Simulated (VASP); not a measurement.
**Cu: single point with PBE**

Cu:

```xyz
1
Lattice="-1.4412 1.4412 1.4412 1.4412 -1.4412 1.4412 1.4412 1.4412 -1.4412" Properties=species:S:1:pos:R:3 pbc="T T T"
Cu    0.0000    0.0000    0.0000
```

- Program: VASP 6.6.1
- Task: single point
- Functional: PBE
- Potentials or basis: VASP PAW PBE potentials, release 64 (Cu)
- Cutoff: 600 eV
- k mesh: 10 × 10 × 10
- Occupations: gaussian, width 0.05 eV
- Spin: no spin polarisation
- Dipole correction: no
- Further INCAR settings: ALGO = Normal; EDIFF = 1e-06; NBANDS = 12

| Quantity | Value |
| --- | --- |
| Pressure | 0.7 GPa |

Levels at points of the mesh, in eV from the Fermi level:
| k point | band 4 | band 5 | band 6 | band 7 | band 8 | band 9 |
| --- | --- | --- | --- | --- | --- | --- |
| (0.00, 0.00, 0.00) | -3.09 | -2.10 | -2.10 | 24.92 | 24.92 | 24.92 |
| (0.50, 0.00, 0.00) | -1.99 | -1.38 | -0.56 | 4.26 | 17.37 | 17.37 |
| (0.50, 0.50, 0.50) | -1.55 | -1.55 | 8.13 | 8.13 | 8.13 | 13.48 |

Run time: 6.7 s on 1 thread of Intel Xeon 6975P-C, on a shared host, peak memory 0.12 GiB.
